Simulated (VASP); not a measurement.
MnO: single point with PBE

The system is MnO.

```xyz
2
Lattice="0.0000 2.2220 2.2220 2.2220 0.0000 2.2220 2.2220 2.2220 0.0000" Properties=species:S:1:pos:R:3 pbc="T T T"
Mn    0.0000    0.0000    0.0000
O     2.2220    2.2220    2.2220
```

```json
{
  "Program": "VASP 6.6.1",
  "Task": "single point",
  "Functional": "PBE",
  "Potentials or basis": "VASP PAW PBE potentials, release 64 (Mn_sv, O)",
  "Cutoff": "700 eV",
  "k mesh": "9 × 9 × 9",
  "Occupations": "fermi-dirac, width 0.05 eV",
  "Spin": "collinear spin, ferromagnetic start",
  "Starting moments": "[1.0, 0.0] μB",
  "Fixed moment": "1 μB",
  "Dipole correction": "no",
  "Further INCAR settings": "ALGO = Normal; EDIFF = 1e-06; NBANDS = 22"
}
```

```json
{
  "Pressure": "-25.5 GPa",
  "Net moment": "1.00 μB per cell",
  "Site moments": "Mn +0.92; O +0.05 μB",
  "Valence electrons inside the program's atomic spheres": "Mn 12.83; O 4.91"
}
```

Run time: 110 s on 1 thread of AMD EPYC 7R43 64-Core Processor (Zen 3), on a shared host, peak memory 0.15 GiB.

Caveat: the cell stands under tension; the total moment is fixed, so each spin has its own Fermi level and the state may be an excited one; a cell with one magnetic atom can't hold antiferromagnetic order, which such compounds often take.
